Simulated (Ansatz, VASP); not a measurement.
**TiO2 in VASP and in Ansatz**

```
CELL_PARAMETERS angstrom
3.93254 0.00000 0.00000
0.00000 3.79508 0.00000
0.00000 0.00000 9.65306
ATOMIC_POSITIONS crystal
Ti 0.00000 0.00000 0.99685
Ti 0.00000 0.50000 0.25315
Ti 0.50000 0.50000 0.49685
Ti 0.50000 0.00000 0.75315
O 0.00000 0.50000 0.45614
O 0.00000 0.00000 0.20736
O 0.00000 0.50000 0.04264
O 0.50000 0.50000 0.29386
O 0.50000 0.00000 0.95614
O 0.50000 0.50000 0.70736
O 0.50000 0.00000 0.54264
O 0.00000 0.00000 0.79386
```

Alike in both runs: task single point; functional PBE; k mesh 6 × 6 × 4; occupations gaussian, width 0.02 eV; no spin polarisation; Hubbard terms Ti d U = 4.0 eV.

```csv
,VASP,Ansatz
version,VASP 6.6.1,Ansatz 0.2.0
potentials or method,"VASP PAW PBE potentials, release 64 (Ti_sv, O), cutoff 520 eV","scalar-relativistic, plane waves, PAW"
valence electrons in the cell,96,96
```

Ansatz gave:

| Property | Result |
| --- | --- |
| gap on the k mesh at the Fermi level (eV) | 2.61 |
| least direct gap on the mesh (eV) | 2.69 |
| pressure (GPa) | -2.2 |
| traceless stress, the component that is largest in VASP (GPa) | -4.36 |
| rms of the force components (eV/Å) | 0.000 |

Question: Estimate VASP's values.

Answer: gap on the k mesh at the Fermi level (eV): 2.64; least direct gap on the mesh (eV): 2.71; pressure (GPa): 1.8; traceless stress, the component that is largest in VASP (GPa): -4.92; rms of the force components (eV/Å): 0.095.

The programs project onto different local orbitals, so the same U acts differently, and such runs can settle in different states. Atom by atom the forces differ by 0.095 eV/Å (rms over components).
